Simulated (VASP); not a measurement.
**Hf: electric field gradients with PBE**

The system is Hf.

```xyz
1
Lattice="0.0000 2.2200 2.1756 2.2200 0.0000 2.1756 2.2200 2.2200 0.0000" Properties=species:S:1:pos:R:3 pbc="T T T"
Hf    0.0000    0.0000    0.0000
```

This cell differs from its parent crystal: zz strain of -2 %.

* Program: VASP 6.6.1
* Task: electric field gradients
* Functional: PBE
* Potentials or basis: VASP PAW PBE potentials, release 64 (Hf_pv)
* Cutoff: 520 eV
* k mesh: 13 × 13 × 13
* Occupations: fermi-dirac, width 0.03 eV
* Spin: no spin polarisation
* Dipole correction: no
* Further INCAR settings: ALGO = Normal; EDIFF = 1e-08; NBANDS = 11

- Pressure: 5.2 GPa
- Band gap on the k mesh: zero (band 5 reaches 6.38 eV, above the bottom of band 6 at 4.41 eV)

Stress tensor (GPa, compression positive):
```
5.08 0.00 0.00
0.00 5.08 0.00
0.00 0.00 5.55
```

Levels at points of the mesh, in eV from the Fermi level:
| k point | band 1 | band 2 | band 3 | band 4 | band 5 | band 6 | band 7 | band 8 | band 9 | band 10 |
| --- | --- | --- | --- | --- | --- | --- | --- | --- | --- | --- |
| (0.00, 0.00, 0.00) | -29.85 | -29.85 | -29.85 | -7.34 | 1.36 | 1.36 | 1.59 | 4.20 | 4.55 | 11.47 |

Electric field gradients, principal values (V/Å²):
| atom | least | middle | greatest (by size) |
| --- | --- | --- | --- |
| 1 Hf | -10.261 | -10.261 | 20.522 |

Wall time 39 s on 1 thread of Intel Xeon 8259CL (shared host), peak memory 0.17 GiB.

Caveat: the cell differs from its parent crystal (zz strain of -2 %); without QUAD_EFG the Cq values of the log hold for a quadrupole moment of 1 mb, not for the nuclei; spin-orbit coupling is left out, which moves the levels of the heavy elements.
